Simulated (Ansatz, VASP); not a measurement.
Os in VASP and in Ansatz

```
Os
1.0
     0.00000    2.00335    1.94500
     2.00335    0.00000    1.94500
     2.00335    2.00335    0.00000
Os
1
Direct
  0.00000 0.00000 0.00000
```

Change from the starting cell: strain +0.030 along x and y, +0.000 along z, atoms carried along.

Alike in both runs: task single point; functional r2SCAN; k mesh 20 × 20 × 20; occupations gaussian, width 0.15 eV; no spin polarisation.

|  | VASP | Ansatz |
| --- | --- | --- |
| version | VASP 6.6.1 | Ansatz 0.2.0 |
| potentials or method | VASP PAW PBE potentials, release 64 (Os), cutoff 520 eV | scalar-relativistic, plane waves, PAW |
| valence electrons in the cell | 8 | 16 |

VASP gave:

| Item | Value |
| --- | --- |
| gap on the k mesh at the Fermi level (eV) | none |
| pressure (GPa) | -33.7 |
| traceless stress, the component that is largest in VASP (GPa) | 5.15 |

Estimate Ansatz's values.

gap on the k mesh at the Fermi level (eV): none; pressure (GPa): -33.8; traceless stress, the component that is largest in VASP (GPa): 5.16.

VASP's potentials were made for PBE, not for r2SCAN. A gap of «none» marks a metal or a gap that the smearing closes. Both programs put the cell under strong tension, so it lies far from rest at this level. VASP's potentials hold 8 valence electrons a cell and Ansatz's 16, so a difference there can come from the potentials and not from the codes.

Neither program's run includes spin-orbit coupling. Noted on VASP's run: the cell as given lies far from equilibrium.
